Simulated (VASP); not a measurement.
# LiTaO2 (Cmmm) in VASP: single point with PBE

Aim: the single point of LiTaO2 with PBE.

Everything below comes from runs of VASP 6.6.1. Logs are shortened: lines on timing, memory, paths and dates and some standing lists are left out, and cuts for length are marked.

## (1) The cell of the first run

Symmetry: Cmmm, No. 65, orthorhombic system. Conventional cell: a = 7.239 Å, b = 8.901 Å, c = 3.049 Å, α = 90.00°, β = 90.00°, γ = 90.00°. Li (site symmetry mmm) has 2 O at 1.77 Å within 2.4 Å. Within 2.5 Å of Ta (site symmetry mmm) lie 2 O at 1.85 Å. Within 2.4 Å of O (site symmetry 2mm) lie 1 Li at 1.77 Å and 1 Ta at 1.85 Å.

The cell was built from a structure type or drawn by symmetry, and may not be a known phase.

## (2) Single point, PBE

INCAR reads:

```
  PREC = Accurate
  ENCUT = 750
  EDIFF = 1E-6
  ISMEAR = 0
  SIGMA = 0.1
  LREAL = F
  LASPH = T
  NELM = 120
  ALGO = Normal
  ISIF = 2
  LWAVE = F
  LCHARG = F
  GGA = PE
  NBANDS = 22
  GGA_COMPAT = F
```

KPOINTS reads:

```
Automatic mesh
0
Gamma
  10 10 16
```

POSCAR reads:

```
LiTaO2
1.0
    3.6193652117     -4.4502918805      0.0000000000
    3.6193652117      4.4502918805      0.0000000000
    0.0000000000      0.0000000000      3.0485439405
Li Ta O
1 1 2
Direct
    0.0000000000      0.0000000000      0.0000000000
    0.5000000000      0.5000000000      0.0000000000
    0.7553821024      0.7553821024      0.0000000000
    0.2446178976      0.2446178976      0.0000000000
```

Potentials or basis: VASP PAW PBE potentials, release 64 (Li_sv, Ta_sv_GW, O).

The run is started by

```sh
$ cat potpaw_PBE.64/Li_sv/POTCAR potpaw_PBE.64/Ta_sv_GW/POTCAR potpaw_PBE.64/O/POTCAR > POTCAR
$ mpirun -np 1 vasp_std > vasp.out
```

OUTCAR:

```text
PREC = Accurate
   ENCUT = 750
   EDIFF = 1E-6
   ISMEAR = 0
   LREAL = F
   LASPH = T
   NELM = 120
   ISIF = 2
   GGA = PE

 ion  position               nearest neighbor table
   1  0.000  0.000  0.000-   3 1.77   4 1.77
   2  0.500  0.500  0.000-   3 1.85   4 1.85
   3  0.755  0.755  0.000-   1 1.77   2 1.85
   4  0.245  0.245  0.000-   1 1.77   2 1.85

  LATTYP: Found a base centered orthorhombic cell.
 ALAT       =     7.2387304234
 B/A-ratio  =     1.2295780117
 C/A-ratio  =     0.4211434550

  Lattice vectors:

 A1 = (   3.6193652117,  -4.4502918805,   0.0000000000)
 A2 = (   3.6193652117,   4.4502918805,   0.0000000000)
 A3 = (   0.0000000000,   0.0000000000,   3.0485439405)

Analysis of symmetry for initial positions (statically):
=====================================================================
 Subroutine PRICEL returns:
 Original cell was already a primitive cell.

 Routine SETGRP: Setting up the symmetry group for a
 base centered orthorhombic supercell.

 Subroutine GETGRP returns: Found  8 space group operations
 (whereof  8 operations were pure point group operations)
 out of a pool of  8 trial point group operations.

The static configuration has the point symmetry D_2h.

Analysis of symmetry for dynamics (positions and initial velocities):
=====================================================================
 Subroutine PRICEL returns:
 Original cell was already a primitive cell.

 Routine SETGRP: Setting up the symmetry group for a
 base centered orthorhombic supercell.

 Subroutine GETGRP returns: Found  8 space group operations
 (whereof  8 operations were pure point group operations)
 out of a pool of  8 trial point group operations.

The dynamic configuration has the point symmetry D_2h.

 Subroutine INISYM returns: Found  8 space group operations
 (whereof  8 operations are pure point group operations),
 and found     1 'primitive' translations

----------------------------------------------------------------------------------------

[... 89 lines left out ...]
   ICHARG =      2    charge: 1-file 2-atom 10-const
   ISPIN  =      1    spin polarized calculation?
   LNONCOLLINEAR =      F non collinear calculations
   LSORBIT =      F    spin-orbit coupling
   LASPH  =      T    aspherical Exc in radial PAW
   ENCUT  =  750.0 eV  55.12 Ry    7.42 a.u.  12.81 12.81  6.81*2*pi/ulx,y,z
   NELM   =    120;   NELMIN=  2; NELMDL= -5     # of ELM steps
   EDIFF  = 0.1E-05   stopping-criterion for ELM
   LREAL  =      F    real-space projection
   EDIFFG = 0.1E-04   stopping-criterion for IOM
   NSW    =      0    number of steps for IOM
   IBRION =     -1    ionic relax: 0-MD 1-quasi-New 2-CG
   NFREE  =      0    steps in history (QN), initial steepest desc. (CG)
   ISIF   =      2    stress and relaxation
   ISYM   =      2    0-nonsym 1-usesym 2-fastsym
   POTIM  = 0.5000    time-step for ionic-motion
   TEBEG  =    0.0;   TEEND  =   0.0 temperature during run
   PSTRESS=    0.0 pullay stress
   NELECT =      28.0000    total number of electrons
   NUPDOWN=      -1.0000    fix difference up-down
   EMIN   =  10.00;   EMAX   =-10.00  energy-range for DOS
   EFERMI =   0.00;   METHOD = LEGACY
   ISMEAR =     0;   SIGMA  =   0.10  broadening in eV -4-tet -1-fermi 0-gaus
   EFERMI_NEDOS =   21; number of points for ismear=-14 and -15
   IALGO  =     38    algorithm
   IMIX   =      4    mixing-type and parameters
     AMIX     =   0.40;   BMIX     =  1.00
     AMIX_MAG =   1.60;   BMIX_MAG =  1.00
  volume/ion in A,a.u.               =      24.55       165.68
  Fermi-wavevector in a.u.,A,eV,Ry     =   1.077490  2.036160 15.796142  1.160984
  Thomas-Fermi vector in A             =   2.213403
   LORBIT       =      0    0 simple, 1 ext, 2 COOP (PROOUT), +10 PAW based schemes
   GGA     = PE    functional components
   LHFCALC =     F    Hartree Fock is set to
   AEXX    =    0.0000 exact exchange contribution
   IVDW    =     0    specifies the selected vdW correction
   LEPSILON=     F    determine dielectric tensor
   LRPA    =     F    only Hartree local field effects (RPA)
 non-spin polarized calculation
 Gauss-broadening in eV      SIGMA  =   0.10
  energy-cutoff  :      750.00
  volume of cell :       98.21
 maximum number of plane-waves:      4612
 NGX is ok and might be reduce to    54
   NGX = 25   NGY = 25   NGZ = 13

 number of electron      28.0000001 magnetization

 Free energy of the ion-electron system (eV)
  ---------------------------------------------------
  ext. energy  EPLUGINS =         0.00000000
  ---------------------------------------------------
  free energy    TOTEN  =       -30.44066077 eV

  energy without entropy =      -30.42634797  energy(sigma->0) =      -30.43350437

 E-fermi :   0.1094     XC(G=0):  -7.0362

 val. band max:        0.1087240010   @ k =   0.0000   0.0000   0.1250
 cond. band min:       0.1164888327   @ k =   0.5000   0.5000   0.3125
 fundamental gap:      0.0077648318
 Fermi energy:         0.1094406861

 k-point     1 :       0.0000    0.0000    0.0000
  band No.  band energies     occupation
      1     -68.3209      2.00000
      2     -44.0659      2.00000
      3     -35.0789      2.00000
      4     -34.7183      2.00000
      5     -34.4719      2.00000
      6     -17.2377      2.00000
[... 589 lines left out ...]
     21       6.7568      0.00000
     22       7.7788      0.00000

 [... further k-points ...]

------------------------ aborting loop because EDIFF is reached ----------------------------------------

  FORCE on cell =-STRESS in cart. coord.  units (eV):
  Direction    XX          YY          ZZ          XY          YZ          ZX
  --------------------------------------------------------------------------------------
  -------------------------------------------------------------------------------------
  Total        0.3838662     -0.0637900     -0.1252616      0.0000000      0.0000000      0.0000000
  in kB        6.2624913     -1.0406860     -2.0435496      0.0000000      0.0000000      0.0000000
  external PRESSURE =       1.0594186 kB  Pullay stress =       0.0000000 kB

 VOLUME and BASIS-vectors are now :
 -----------------------------------------------------------------------------
  energy-cutoff  :      750.00
  volume of cell :       98.21
      direct lattice vectors                 reciprocal lattice vectors
     3.619365212 -4.450291881  0.000000000     0.138145772 -0.112352181  0.000000000
     3.619365212  4.450291881  0.000000000     0.138145772  0.112352181  0.000000000
     0.000000000  0.000000000  3.048543941     0.000000000  0.000000000  0.328025451

 POSITION                                       TOTAL-FORCE (eV/Angst)
 -----------------------------------------------------------------------------------
      0.00000      0.00000      0.00000         0.000000      0.000000      0.000000
      3.61937      0.00000      0.00000         0.000000     -0.000000      0.000000
      5.46801      0.00000      0.00000         0.053854      0.000000      0.000000
      1.77072      0.00000      0.00000        -0.053854      0.000000     -0.000000
 -----------------------------------------------------------------------------------
    total drift:                                0.000000      0.000000     -0.000000

  FREE ENERGIE OF THE ION-ELECTRON SYSTEM (eV)
  ---------------------------------------------------
  free  energy   TOTEN  =       -30.4406607669 eV

  energy  without entropy=      -30.4263479693  energy(sigma->0) =      -30.43350437
```

OSZICAR:

```text
N       E                     dE             d eps       ncg     rms          rms(c)
DAV:   1     0.303233070656E+03    0.30323E+03   -0.16326E+04 12364   0.152E+03
DAV:   2    -0.140034762060E+02   -0.31724E+03   -0.30616E+03 19112   0.337E+02
DAV:   3    -0.399518907193E+02   -0.25948E+02   -0.25784E+02 15906   0.106E+02
[... 16 lines left out ...]
DAV:  20    -0.304405784461E+02   -0.46996E-03   -0.42081E-04 13182   0.111E-01    0.168E+00
DAV:  21    -0.304406546149E+02   -0.76169E-04   -0.10149E-04 14670   0.551E-02    0.415E-01
DAV:  22    -0.304406577821E+02   -0.31672E-05   -0.45842E-06 18058   0.120E-02    0.513E-01
DAV:  23    -0.304406604646E+02   -0.26825E-05   -0.17910E-06 11400   0.833E-03    0.102E-01
DAV:  24    -0.304406607669E+02   -0.30228E-06   -0.29890E-07 10164   0.343E-03
   1 F= -.30440661E+02 E0= -.30433504E+02  d E =-.143128E-01
```

Run time: 23 min. Hardware: 1 thread of Intel Xeon Platinum 8488C (Sapphire Rapids), shared host; peak memory 1.1 GiB.

What came out:

```
Free energy            : -30.4407 eV
Pressure               : 0.1 GPa
Largest force          : 0.054 eV/Å
Band gap on the k mesh : zero (bands 14 and 15 overlap by 0.23 eV)
```

Forces in eV/Å, atoms in the order of the input:
```
Li   0.000  0.000  0.000
Ta   0.000  0.000  0.000
O    0.054  0.000  0.000
O   -0.054  0.000  0.000
```

Caveat: spin-orbit coupling is left out, which moves the levels of the heavy elements.
